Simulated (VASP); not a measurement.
Write the native input for VASP 6.6.1 that does the following.

| Item | Value |
| --- | --- |
| Task | single point |
| Functional | PBE |
| Dispersion | D3(BJ) |
| Potentials or basis | VASP PAW PBE potentials, release 64 (Hf_pv, O) |
| Cutoff | 520 eV |
| k mesh | 5 × 5 × 4 |
| Occupations | gaussian, width 0.01 eV |
| Spin | no spin polarisation |
| Dipole correction | no |
| Further INCAR settings | ALGO = Normal; EDIFF = 1e-06; NBANDS = 31 |

The structure of HfO2 lies in POSCAR:

```
HfO2
1.0
    3.5580193300      0.0000000000      0.0000000000
    0.0000000000      3.5580193300      0.0000000000
    0.0000000000      0.0000000000      5.1718612100
Hf O
2 4
Direct
    0.5000000014      0.5000000014      0.5000000010
    0.0000000000      0.0000000000      0.0000000000
    0.0000000000      0.5000000014      0.6972078800
    0.5000000014      0.0000000000      0.8027921209
    0.5000000014      0.0000000000      0.3027921200
    0.0000000000      0.5000000014      0.1972078791
```

The input as run:

INCAR

```
SYSTEM = HfO2
  ALGO = Normal
  EDIFF = 1E-6
  ENCUT = 520
  GGA = PE
  ISIF = 2
  ISMEAR = 0
  IVDW = 12
  LASPH = .True.
  LCHARG = .False.
  LREAL = .False.
  LWAVE = .False.
  NBANDS = 31
  NELM = 100
  PREC = Accurate
  SIGMA = 0.01
```

KPOINTS

```
k-points
0
Gamma
  5 5 4
  0 0 0
```

Potentials or basis: VASP PAW PBE potentials, release 64 (Hf_pv, O).

The run is started by

```sh
$ cat potpaw_PBE.64/Hf_pv/POTCAR potpaw_PBE.64/O/POTCAR > POTCAR
$ mpirun -np 1 vasp_std > vasp.out
```

Results of the run:

```
Pressure                   : 2.9 GPa
Largest force              : 0.097 eV/Å
Band gap on the k mesh     : 4.76 eV, indirect (least direct gap 4.83 eV)
Dispersion energy per atom : -0.239 eV
```

Caveat: spin-orbit coupling is left out, which moves the levels of the heavy elements.

Wall time 26 s on 1 thread of Intel(R) Xeon(R) Platinum 8375C CPU @ 2.90GHz (Ice Lake), on a shared host, peak memory 0.2 GiB.
